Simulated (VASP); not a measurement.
# AlCu2 (P-6m2) in VASP: a series of runs, part 2 of 2

VASP 6.6.1.

**3. Single point, PBE**

This run uses another cell than the first one, of 13.10 Å³/atom.

The input, INCAR:

```
PREC = Accurate
ENCUT = 520
EDIFF = 1E-7
ISMEAR = 0
SIGMA = 0.1
LREAL = False
LASPH = True
NELM = 60
ALGO = Fast
ISIF = 2
LWAVE = False
LCHARG = False
GGA = PE
NBANDS = 34
```

The input, KPOINTS:

```
regular mesh
0
Gamma
  18 18 4
```

The input, POSCAR:

```
AlCu2
1.0
    2.7224687713      0.0000000000      0.0000000000
   -1.3612343856      2.3577271169      0.0000000000
    0.0000000000      0.0000000000     12.2495681932
Al Cu
2 4
Direct
    0.3333333333      0.6666666667      0.3306855248
    0.3333333333      0.6666666667      0.6693144752
    0.6666666667      0.3333333333      0.1657404838
    0.6666666667      0.3333333333      0.5000000000
    0.6666666667      0.3333333333      0.8342595162
    0.3333333333      0.6666666667      0.0000000000
```

Potentials or basis: VASP PAW PBE potentials, release 64 (Al, Cu).

Started as:

```sh
> cat potpaw_PBE.64/Al/POTCAR potpaw_PBE.64/Cu/POTCAR > POTCAR
> mpirun -np 1 vasp_std > vasp.out
```

OUTCAR:

```text
PREC = Accurate
   ENCUT = 520
   EDIFF = 1E-7
   ISMEAR = 0
   LREAL = False
   LASPH = True
   NELM = 60
   ISIF = 2
   GGA = PE

 ion  position               nearest neighbor table
   1  0.333  0.667  0.331-   3 2.56   3 2.56   3 2.56   4 2.60   4 2.60   4 2.60
   2  0.333  0.667  0.669-   5 2.56   5 2.56   5 2.56   4 2.60   4 2.60   4 2.60
   3  0.667  0.333  0.166-   1 2.56   1 2.56   1 2.56   6 2.57   6 2.57   6 2.57
   4  0.667  0.333  0.500-   1 2.60   2 2.60   1 2.60   2 2.60   1 2.60   2 2.60
   5  0.667  0.333  0.834-   2 2.56   2 2.56   2 2.56   6 2.57   6 2.57   6 2.57
   6  0.333  0.667  0.000-   3 2.57   5 2.57   3 2.57   5 2.57   3 2.57   5 2.57

  LATTYP: Found a hexagonal cell.
 ALAT       =     2.7224687713
 C/A-ratio  =     4.4994338676

  Lattice vectors:

 A1 = (   2.7224687713,   0.0000000000,   0.0000000000)
 A2 = (  -1.3612343856,   2.3577271169,   0.0000000000)
 A3 = (   0.0000000000,   0.0000000000,  12.2495681932)

Analysis of symmetry for initial positions (statically):
=====================================================================
 Subroutine PRICEL returns:
 Original cell was already a primitive cell.

[... 182 lines left out ...]
 fundamental gap:      0.0220889354
 Fermi energy:         8.0660161363

 k-point     1 :       0.0000    0.0000    0.0000
  band No.  band energies     occupation
      1      -2.9343      2.00000
      2      -2.1942      2.00000
      3      -0.3649      2.00000
      4       1.6961      2.00000
      5       1.7330      2.00000
      6       3.2829      2.00000
[... 877 lines left out ...]
     33      13.9275      0.00000
     34      14.3282      0.00000

 [... further k-points ...]

------------------------ aborting loop because EDIFF is reached ----------------------------------------

  FORCE on cell =-STRESS in cart. coord.  units (eV):
  Direction    XX          YY          ZZ          XY          YZ          ZX
  --------------------------------------------------------------------------------------
  -------------------------------------------------------------------------------------
  Total        0.1318384      0.1318384      0.2300615      0.0000000      0.0000000      0.0000000
  in kB        2.6864275      2.6864275      4.6878892      0.0000000      0.0000000      0.0000000
  external PRESSURE =       3.3535814 kB  Pullay stress =       0.0000000 kB

 VOLUME and BASIS-vectors are now :
 -----------------------------------------------------------------------------
  energy-cutoff  :      520.00
  volume of cell :       78.63
      direct lattice vectors                 reciprocal lattice vectors
     2.722468771  0.000000000  0.000000000     0.367313672  0.212068647  0.000000000
    -1.361234386  2.357727117  0.000000000     0.000000000  0.424137294  0.000000000
     0.000000000  0.000000000 12.249568193     0.000000000  0.000000000  0.081635531

 POSITION                                       TOTAL-FORCE (eV/Angst)
 -----------------------------------------------------------------------------------
     -0.00000      1.57182      4.05075         0.000000     -0.000000      0.009226
     -0.00000      1.57182      8.19881         0.000000     -0.000000     -0.009226
      1.36123      0.78591      2.03025         0.000000     -0.000000     -0.007450
      1.36123      0.78591      6.12478        -0.000000      0.000000      0.000000
      1.36123      0.78591     10.21932         0.000000     -0.000000      0.007450
     -0.00000      1.57182      0.00000         0.000000      0.000000      0.000000
 -----------------------------------------------------------------------------------
    total drift:                               -0.000005      0.000003      0.000000

  FREE ENERGIE OF THE ION-ELECTRON SYSTEM (eV)
  ---------------------------------------------------
  free  energy   TOTEN  =       -22.8920349628 eV

  energy  without entropy=      -22.8853585548  energy(sigma->0) =      -22.88869676
```

OSZICAR:

```text
N       E                     dE             d eps       ncg     rms          rms(c)
DAV:   1     0.376966842788E+03    0.37697E+03   -0.21257E+04  7564   0.219E+03
DAV:   2     0.588412059958E+01   -0.37108E+03   -0.35739E+03  7548   0.387E+02
DAV:   3    -0.279209790174E+02   -0.33805E+02   -0.30582E+02  8546   0.158E+02
[... 11 lines left out ...]
RMM:  15    -0.228920323157E+02    0.77838E-05   -0.46153E-05  9324   0.677E-02    0.892E-03
RMM:  16    -0.228920351193E+02   -0.28036E-05   -0.28605E-05 10788   0.313E-02    0.412E-03
RMM:  17    -0.228920347472E+02    0.37207E-06   -0.38207E-06  9650   0.177E-02    0.397E-03
RMM:  18    -0.228920349378E+02   -0.19057E-06   -0.17380E-06  8664   0.728E-03    0.348E-03
RMM:  19    -0.228920349628E+02   -0.25061E-07   -0.23143E-07  5825   0.506E-03
   1 F= -.22892035E+02 E0= -.22888697E+02  d E =-.667641E-02
```

stdout:

```text
POSCAR found type information on POSCAR AlCu
 POSCAR found :  2 types and       6 ions
 scaLAPACK will be used
 LDA part: xc-table for (Slater+PW92), standard interpolation
 POSCAR, INCAR and KPOINTS ok, starting setup
 FFT: planning ... GRIDC
 FFT: planning ... GRID_SOFT
 FFT: planning ... GRID
 WAVECAR not read
 entering main loop
```

Run time: 5.4 min. Hardware: 1 thread of Intel Xeon Platinum 8488C (Sapphire Rapids), shared host; peak memory 0.35 GiB.

What came out:

```yaml
Free_energy: -22.8920 eV
Pressure: 0.3 GPa
Largest_force: 0.009 eV/Å
Band_gap_on_the_k_mesh: zero (bands 25 and 26 overlap by 2.79 eV)
```

Forces in eV/Å, atoms in the order of the input:
```
Al   0.000  0.000  0.009
Al   0.000  0.000 -0.009
Cu   0.000  0.000 -0.007
Cu   0.000  0.000  0.000
Cu   0.000  0.000  0.007
Cu   0.000  0.000  0.000
```

Levels at points of the mesh, in eV from the Fermi level:
| k point | band 22 | band 23 | band 24 | band 25 | band 26 | band 27 | band 28 | band 29 |
| --- | --- | --- | --- | --- | --- | --- | --- | --- |
| (0.00, 0.00, 0.00) | -2.33 | -2.33 | -1.89 | -1.89 | -1.69 | 1.35 | 5.85 | 7.68 |
| (0.50, 0.00, 0.00) | -1.76 | -1.64 | -1.47 | -0.92 | 0.44 | 1.36 | 1.42 | 2.25 |
| (0.00, 0.00, 0.50) | -2.44 | -2.33 | -2.33 | -1.89 | -1.89 | 2.64 | 3.91 | 9.92 |
| (0.50, 0.00, 0.50) | -1.64 | -1.57 | -1.33 | -0.91 | 0.22 | 1.25 | 1.28 | 2.59 |
